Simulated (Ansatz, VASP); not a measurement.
# Two plane-wave programs on CsPbBr3

Contents of INCAR:

```
SYSTEM = CsPbBr3
PREC = Accurate ; ENCUT = 520
EDIFF = 1E-6 ; ISMEAR = 0
SIGMA = 0.05 ; LREAL = .False.
LASPH = .True. ; NELM = 80
ALGO = Normal ; ISIF = 2
LWAVE = .False. ; LCHARG = .False.
GGA = PS ; NBANDS = 30
```

KPOINTS

```
regular mesh
0
Gamma
  6 6 6
  0 0 0
```

POSCAR

```
CsPbBr3
1.0
    5.9580500000      0.0000000000      0.0000000000
    0.0000000000      5.9580500000      0.0000000000
    0.0000000000      0.0000000000      6.0461000000
Cs Pb Br
1 1 3
Direct
    0.0000000000      0.0000000000      0.0000000000
    0.5000000000      0.5000000000      0.5000000000
    0.0000000000      0.5000000000      0.5000000000
    0.5000000000      0.0000000000      0.5000000000
    0.5000000000      0.5000000000      0.0000000000
```

Input for Ansatz:

```yaml
crystal:
  lattice:
    - [5.95805, 0.0, 0.0]
    - [0.0, 5.95805, 0.0]
    - [0.0, 0.0, 6.0461]
  atoms:
    - { symbol: Cs, position: [0.0, 0.0, 0.0] }
    - { symbol: Pb, position: [0.5, 0.5, 0.5] }
    - { symbol: Br, position: [0.0, 0.5, 0.5] }
    - { symbol: Br, position: [0.5, 0.0, 0.5] }
    - { symbol: Br, position: [0.5, 0.5, 0.0] }
basis:
  ecutwfc: 420
kpoints:
  mp_grid: { grid: [6, 6, 6] }
hamiltonian:
  xc: pbesol
scf:
  occupations: { method: gaussian, width: 0.05 }
output:
  forces: true
  stress: true
  eigenvalues: true
```

Change from the starting cell: strain +0.015 along x and y, +0.030 along z, atoms carried along.

Alike in both runs: task single point; functional PBEsol; k mesh 6 × 6 × 6; occupations gaussian, width 0.05 eV; no spin polarisation.

```csv
,VASP,Ansatz
version,VASP 6.6.1,Ansatz 0.2.0
potentials or method,"VASP PAW PBE potentials, release 64 (Cs_sv, Pb_d, Br), cutoff 520 eV","scalar-relativistic, plane waves, PAW"
valence electrons in the cell,44,44
```

|  | VASP | Ansatz | Ansatz less VASP |
| --- | --- | --- | --- |
| gap on the k mesh at the Fermi level (eV) | 1.59 | 1.59 | -0.001 |
| least direct gap on the mesh (eV) | 1.59 | 1.59 | -0.001 |
| pressure (GPa) | -1.1 | -1.1 | +0.01 |
| traceless stress, the component that is largest in VASP (GPa) | -0.33 | -0.33 | +0.001 |

VASP's potentials were made for PBE, not for PBEsol.

Spin-orbit coupling is off throughout.
